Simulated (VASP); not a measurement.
A run of VASP 6.6.1 is set up as follows.

INCAR

```
ALGO = Normal
EDIFF = 1E-6
ENCUT = 500
GGA = CA
GGA_COMPAT = F
ISIF = 2
ISMEAR = 0
LASPH = T
LCHARG = T
LELF = T
LREAL = F
LVHAR = T
LWAVE = F
NBANDS = 16
NELM = 120
PREC = Accurate
SIGMA = 0.05
```

File KPOINTS:

```
k-points
0
Gamma
  8 8 7
```

File POSCAR:

```
ZrB2
1.0
    3.1333859330      0.0000000000      0.0000000000
   -1.5666929665      2.7135918178      0.0000000000
    0.0000000000      0.0000000000      3.4870524202
Zr B
1 2
Direct
    0.0000000000      0.0000000000      0.0000000000
    0.3333333333      0.6666666667      0.5000000000
    0.6666666667      0.3333333333      0.5000000000
```

Potentials or basis: VASP PAW LDA potentials, release 64 (Zr_sv, B).

Run with:

```sh
$ cat potpaw_LDA.64/Zr_sv/POTCAR potpaw_LDA.64/B/POTCAR > POTCAR
$ mpirun -np 1 vasp_std > vasp.out
```

(1) What does it give for the band gap on the k mesh?

(2) What does it give for the pressure?

Results:

(1) zero (band 9 reaches 11.33 eV, above the bottom of band 10 at 11.09 eV).

(2) 0.6 GPa.
